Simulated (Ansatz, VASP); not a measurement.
Mg3Te in VASP and in Ansatz

INCAR

```
SYSTEM = Mg3Te
PREC     = Accurate       ! precision mode
ENCUT    = 600            ! plane-wave cutoff, eV
EDIFF    = 1E-7           ! SCF threshold, eV
ISMEAR   = 0              ! smearing method
SIGMA    = 0.1            ! smearing width, eV
LREAL    = .FALSE.        ! projectors in reciprocal space
LASPH    = .TRUE.         ! aspherical terms in the spheres
NELM     = 100            ! most SCF steps
ALGO     = Fast           ! electronic algorithm
ISIF     = 3              ! what is computed and relaxed
LWAVE    = .FALSE.        ! write WAVECAR
LCHARG   = .FALSE.        ! write CHGCAR
GGA      = PE             ! functional
IBRION   = 2              ! ionic algorithm
NSW      = 100            ! ionic steps
EDIFFG   = -0.01          ! ionic threshold
```

KPOINTS

```
regular mesh
0
G
  10 10 10
  0 0 0
```

File POSCAR:

```
Mg3Te
1.0
    4.6318486000      0.0000000000      0.0000000000
    0.0000000000      4.6318486000      0.0000000000
    0.0000000000      0.0000000000      4.3696687600
Mg Te
3 1
Direct
    0.0000000000      0.5000000000      0.5000000000
    0.5000000000      0.0000000000      0.5000000000
    0.5000000000      0.5000000000      0.0000000000
    0.0000000000      0.0000000000      0.0000000000
```

Input for Ansatz:

```yaml
crystal:
  lattice:
    - [4.6318486, 0.0, 0.0]
    - [0.0, 4.6318486, 0.0]
    - [0.0, 0.0, 4.36966876]
  atoms:
    - { symbol: Mg, position: [0.0, 0.5, 0.5] }
    - { symbol: Mg, position: [0.5, 0.0, 0.5] }
    - { symbol: Mg, position: [0.5, 0.5, 0.0] }
    - { symbol: Te, position: [0.0, 0.0, 0.0] }
basis:
  ecutwfc: 420
kpoints:
  mp_grid: { grid: [10, 10, 10] }
hamiltonian:
  xc: pbe
scf:
  occupations: { method: gaussian, width: 0.1 }
output:
  forces: true
  stress: true
  eigenvalues: true
relax:
  adjacent_minimum: "off"
  f_tol: 0.01
  max_steps: 80
  cell: { stress_tol: 0.05 }
```

Change from the starting cell: species swapped into the Ti3Ag type (P4/mmm, No. 123).

Alike in both runs: task relaxation of cell and atoms; functional PBE; k mesh 10 × 10 × 10; occupations gaussian, width 0.1 eV; no spin polarisation.

|  | VASP | Ansatz |
| --- | --- | --- |
| version | VASP 6.6.1 | Ansatz 0.2.0 |
| potentials or method | VASP PAW PBE potentials, release 64 (Mg, Te), cutoff 600 eV | scalar-relativistic, plane waves, PAW |
| valence electrons in the cell | 12 | 46 |

Ansatz gave:

```
gap on the k mesh at the Fermi level, each at its own relaxed structure (eV) : none
relaxed volume (Å³/atom)                                                     : 24.56
relaxed length of the cell vector where the two differ most in proportion (Å)              : 4.340
```

Task: What did VASP give for the same quantities?

Result: gap on the k mesh at the Fermi level, each at its own relaxed structure (eV): none; relaxed volume (Å³/atom): 24.51; relaxed length of the cell vector where the two differ most in proportion (Å): 4.418.

A gap of «none» marks a metal or a gap that the smearing closes. VASP's potentials hold 12 valence electrons a cell and Ansatz's 46, so a difference there can come from the potentials and not from the codes.

Spin-orbit coupling is off throughout.
